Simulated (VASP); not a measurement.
# La2Zr3O (P-6m2) in VASP: a series of runs, part 2 of 2

VASP 6.6.1. Earlier steps stand in the parts before.

## Step 3: Single point, PBE

This run uses another cell than the first one, of 24.45 Å³/atom, 1.261 times its volume.

The input, INCAR:

```
ALGO = Normal
EDIFF = 1E-6
ENCUT = 520
GGA = PE
ISIF = 2
ISMEAR = 0
LASPH = True
LCHARG = True
LELF = True
LREAL = False
LVHAR = True
LWAVE = False
NBANDS = 41
NELM = 100
PREC = Accurate
SIGMA = 0.1
```

The input, KPOINTS:

```
k-points
0
Gamma
  6 6 2
```

The input, POSCAR:

```
La2Zr3O
1.0
    4.5096727840      0.0000000000      0.0000000000
   -2.2548363920      3.9054911937      0.0000000000
    0.0000000000      0.0000000000      8.3302733355
La Zr O
2 3 1
Direct
    0.6666666667      0.3333333333      0.2427456014
    0.6666666667      0.3333333333      0.7572543986
    0.0000000000      0.0000000000      0.5000000000
    0.3333333333      0.6666666667      0.0000000000
    0.3333333333      0.6666666667      0.5000000000
    0.0000000000      0.0000000000      0.0000000000
```

Potentials or basis: VASP PAW PBE potentials, release 64 (La, Zr_sv, O).

Started as:

```sh
$ cat potpaw_PBE.64/La/POTCAR potpaw_PBE.64/Zr_sv/POTCAR potpaw_PBE.64/O/POTCAR > POTCAR
$ mpirun -np 1 vasp_std > vasp.out
```

OUTCAR:

```text
EDIFF = 1E-6
   ENCUT = 520
   GGA = PE
   ISIF = 2
   ISMEAR = 0
   LASPH = True
   LREAL = False
   NELM = 100
   PREC = Accurate

 ion  position               nearest neighbor table
   1  0.667  0.333  0.243-   4 3.30   4 3.30   4 3.30   5 3.37   3 3.37   5 3.37   3 3.37   3 3.37
                             5 3.37
   2  0.667  0.333  0.757-   4 3.30   4 3.30   4 3.30   5 3.37   3 3.37   5 3.37   3 3.37   3 3.37
                             5 3.37
   3  0.000  0.000  0.500-   5 2.60   5 2.60   5 2.60   1 3.37   2 3.37   2 3.37   1 3.37   2 3.37
                             1 3.37
   4  0.333  0.667  0.000-   6 2.60   6 2.60   6 2.60   1 3.30   2 3.30   1 3.30   2 3.30   1 3.30
                             2 3.30
   5  0.333  0.667  0.500-   3 2.60   3 2.60   3 2.60   1 3.37   2 3.37   1 3.37   2 3.37   1 3.37
                             2 3.37
   6  0.000  0.000  0.000-   4 2.60   4 2.60   4 2.60

  LATTYP: Found a hexagonal cell.
 ALAT       =     4.5096727840
 C/A-ratio  =     1.8472012792

  Lattice vectors:

 A1 = (   4.5096727840,   0.0000000000,   0.0000000000)
[... 177 lines left out ...]
 val. band max:        8.2795354083   @ k =   0.1667  -0.0000   0.0000
 cond. band min:       8.3196302229   @ k =   0.1667   0.1667   0.5000
 fundamental gap:      0.0400948146
 Fermi energy:         8.2990574662

 k-point     1 :       0.0000    0.0000    0.0000
  band No.  band energies     occupation
      1     -41.4107      2.00000
      2     -40.0669      2.00000
      3     -39.4095      2.00000
      4     -23.9468      2.00000
      5     -23.9393      2.00000
      6     -19.4717      2.00000
[... 605 lines left out ...]
     40      10.2501      0.00000
     41      10.4083      0.00000

------------------------ aborting loop because EDIFF is reached ----------------------------------------

  FORCE on cell =-STRESS in cart. coord.  units (eV):
  Direction    XX          YY          ZZ          XY          YZ          ZX
  --------------------------------------------------------------------------------------
  -------------------------------------------------------------------------------------
  Total        0.0434066      0.0434066      0.0633029     -0.0000000     -0.0000000     -0.0000000
  in kB        0.4740093      0.4740093      0.6912799     -0.0000000     -0.0000000     -0.0000000
  external PRESSURE =       0.5464328 kB  Pullay stress =       0.0000000 kB

 VOLUME and BASIS-vectors are now :
 -----------------------------------------------------------------------------
  energy-cutoff  :      520.00
  volume of cell :      146.72
      direct lattice vectors                 reciprocal lattice vectors
     4.509672784  0.000000000  0.000000000     0.221745578  0.128024869  0.000000000
    -2.254836392  3.905491194  0.000000000     0.000000000  0.256049739  0.000000000
     0.000000000  0.000000000  8.330273335     0.000000000  0.000000000  0.120044080

 POSITION                                       TOTAL-FORCE (eV/Angst)
 -----------------------------------------------------------------------------------
      2.25484      1.30183      2.02214         0.000000      0.000000      0.025096
      2.25484      1.30183      6.30814         0.000000     -0.000000     -0.025096
      0.00000      0.00000      4.16514        -0.000000      0.000000      0.000000
     -0.00000      2.60366      0.00000         0.000000     -0.000000      0.000000
     -0.00000      2.60366      4.16514         0.000000      0.000000      0.000000
      0.00000      0.00000      0.00000        -0.000000      0.000000      0.000000
 -----------------------------------------------------------------------------------
    total drift:                                0.000000     -0.000000     -0.000000

  FREE ENERGIE OF THE ION-ELECTRON SYSTEM (eV)
  ---------------------------------------------------
  free  energy   TOTEN  =       -39.5511934574 eV

  energy  without entropy=      -39.5076065066  energy(sigma->0) =      -39.52939998
```

It took 66 s on 1 thread of Intel Xeon 6975P-C (Granite Rapids), shared host; peak memory 0.31 GiB.

Results:

- Free energy: -39.5512 eV
- Pressure: 0.1 GPa
- Largest force: 0.025 eV/Å
- Band gap on the k mesh: zero (band 32 reaches 8.55 eV, above the bottom of band 33 at 8.12 eV)

Forces on the atoms (eV/Å):
```
La   0.000  0.000  0.025
La   0.000  0.000 -0.025
Zr   0.000  0.000  0.000
Zr   0.000  0.000  0.000
Zr   0.000  0.000  0.000
O    0.000  0.000  0.000
```

Levels at points of the mesh, in eV from the Fermi level:
| k point | band 29 | band 30 | band 31 | band 32 | band 33 | band 34 | band 35 | band 36 |
| --- | --- | --- | --- | --- | --- | --- | --- | --- |
| (0.00, 0.00, 0.00) | -0.47 | -0.47 | -0.35 | -0.13 | 0.15 | 0.15 | 1.03 | 1.03 |
| (0.50, 0.00, 0.00) | -0.98 | -0.80 | -0.18 | 0.11 | 0.12 | 0.52 | 0.65 | 1.02 |
| (0.00, 0.00, 0.50) | -1.16 | -0.76 | -0.76 | -0.66 | -0.10 | -0.10 | 0.72 | 0.72 |
| (0.50, 0.00, 0.50) | -0.92 | -0.89 | -0.50 | 0.25 | 0.30 | 0.46 | 0.53 | 0.84 |

Caveat: the k points lie up to 0.38 Å⁻¹ apart; spin-orbit coupling is left out, which moves the levels of the heavy elements.

## Step 4: Relaxation of cell and atoms, PBE

This run uses another cell than the first one, of 24.45 Å³/atom, 1.261 times its volume.

The input, INCAR:

```
SYSTEM = La2Zr3O
ALGO = Normal ; EDIFF = 1E-6
EDIFFG = -0.01 ; ENCUT = 600
GGA = PE ; IBRION = 2
ISIF = 3 ; ISMEAR = 0
LASPH = .TRUE. ; LCHARG = .FALSE.
LREAL = .FALSE. ; LUSENCCL = .FALSE.
LWAVE = .FALSE. ; NELM = 80
NSW = 100 ; PREC = Accurate
SIGMA = 0.1
```

The input, KPOINTS:

```
k-points
0
G
  12 12 6
  0 0 0
```

POSCAR is that of step 3.

Started as:

```sh
$ cat potpaw_PBE.64/La/POTCAR potpaw_PBE.64/Zr_sv/POTCAR potpaw_PBE.64/O/POTCAR > POTCAR
$ mpirun -np 1 vasp_std > vasp.out
```

Wall time 22 min (1 × NVIDIA H100 80GB with 1 thread of Intel Xeon Platinum 8481C at 2.70GHz (Sapphire Rapids), shared host); peak memory 1.6 GiB.

The run converged. Its results:

```
Free energy                            : -39.5203 eV
Relaxed volume                         : 24.56 Å³/atom
Relaxed cell                           : a = 4.521 Å, b = 4.521 Å, c = 8.327 Å, α = 90.00°, β = 90.00°, γ = 120.00°
Space group after relaxing (to 0.05 Å) : P-6m2 (No. 187)
Energy gained by relaxing              : 0.2 meV/atom
Ionic steps                            : 7
Pressure after relaxing                : 0.0 GPa
Largest force after relaxing           : 0.004 eV/Å
Band gap on the k mesh                 : zero (band 32 reaches 8.51 eV, above the bottom of band 33 at 8.06 eV)
```

Forces in eV/Å, atoms in the order of the input:
```
La   0.000  0.000  0.004
La   0.000  0.000 -0.004
Zr   0.000  0.000  0.000
Zr   0.000  0.000  0.000
Zr   0.000  0.000  0.000
O    0.000  0.000  0.000
```

Step by step:
```tsv
step	energy change (eV)	largest force (eV/Å)	pressure (GPa)	volume (Å³)
1	0.0000	0.0577	0.16	146.72
2	-0.0006	0.0555	-0.02	147.24
3	-0.0007	0.0547	-0.09	147.47
4	-0.0011	0.0315	-0.06	147.43
5	-0.0013	0.0115	-0.02	147.39
6	-0.0011	0.0279	0.05	147.31
7	-0.0013	0.0040	0.00	147.37
```

Final structure:
```yaml
crystal:
  lattice:
    - [4.52058, 0.00000, 0.00000]
    - [-2.26029, 3.91494, 0.00000]
    - [0.00000, 0.00000, 8.32700]
  atoms:
    - { symbol: La, position: [0.66667, 0.33333, 0.24449] }
    - { symbol: La, position: [0.66667, 0.33333, 0.75551] }
    - { symbol: Zr, position: [0.00000, 0.00000, 0.50000] }
    - { symbol: Zr, position: [0.33333, 0.66667, 0.00000] }
    - { symbol: Zr, position: [0.33333, 0.66667, 0.50000] }
    - { symbol: O, position: [0.00000, 0.00000, 0.00000] }
```

Levels at points of the mesh, in eV from the Fermi level:
```tsv
k point	band 28	band 29	band 30	band 31	band 32	band 33	band 34	band 35	band 36	band 37
(0.00, 0.00, 0.00)	-1.49	-0.52	-0.52	-0.37	-0.19	0.13	0.13	0.99	0.99	1.00
(0.50, 0.00, 0.00)	-1.16	-1.00	-0.84	-0.22	0.08	0.09	0.50	0.64	0.99	1.27
(0.00, 0.00, 0.50)	-1.19	-1.19	-0.79	-0.79	-0.70	-0.14	-0.14	0.70	0.70	1.69
(0.50, 0.00, 0.50)	-1.22	-0.96	-0.92	-0.52	0.23	0.30	0.42	0.51	0.82	0.94
```

Caveat: spin-orbit coupling is left out, which moves the levels of the heavy elements.

## Step 5: Overview

```tsv
task	cell	k mesh	cutoff (eV)	gap on the mesh (eV)	pressure (GPa)	largest force (eV/Å)
single point	a = 4.158, b = 4.158, c = 7.771 Å, angles 90.0, 90.0, 120.0°, 6 atoms	6 × 6 × 2	520	none	19.4	0.48
single point	a = 4.510, b = 4.510, c = 8.330 Å, angles 90.0, 90.0, 120.0°, 6 atoms	6 × 6 × 2	520	none	0.1	0.03
relaxation of cell and atoms	relaxed from a = 4.510, b = 4.510, c = 8.330 Å, angles 90.0, 90.0, 120.0°, 6 atoms	12 × 12 × 6	600	none	0.0	-
```

Alike in all rows: level PBE; potentials or basis VASP PAW PBE potentials, release 64 (La, Zr_sv, O); no spin polarisation; smearing gaussian 0.1 eV.

Caveats: some runs use coarse meshes; spin-orbit coupling is left out, which moves the levels of the heavy elements.

Absolute energies hang on the potentials; compare differences alone.
